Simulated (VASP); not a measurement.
Here is a VASP 6.6.1 calculation.

Contents of INCAR:

```
SYSTEM = Pt
PREC = Accurate ; ENCUT = 520
EDIFF = 1E-6 ; ISMEAR = 1
SIGMA = 0.01 ; LREAL = .False.
LASPH = .True. ; NELM = 80
ALGO = Normal ; ISIF = 2
LWAVE = .False. ; LCHARG = .True.
GGA = CA ; LELF = .True.
LVHAR = .True. ; NBANDS = 11
```

File KPOINTS:

```
regular mesh
0
Gamma
  14 14 14
  0 0 0
```

Contents of POSCAR:

```
Pt
1.0
    0.0000000000      1.9474302061      1.9474302061
    1.9474302061      0.0000000000      1.9474302061
    1.9474302061      1.9474302061      0.0000000000
Pt
1
Direct
    0.0000000000      0.0000000000      0.0000000000
```

Potentials or basis: VASP PAW LDA potentials, release 64 (Pt).

Launch:

```sh
$ cat potpaw_LDA.64/Pt/POTCAR > POTCAR
$ mpirun -np 1 vasp_std > vasp.out
```

Task: What does it give for the pressure?

Result: 0.3 GPa.

Task: Estimate the band gap on the k mesh.

Result: Zero (band 5 reaches 12.06 eV, above the bottom of band 6 at 9.75 eV).

Caveat: spin-orbit coupling is left out, which moves the levels of the heavy elements.
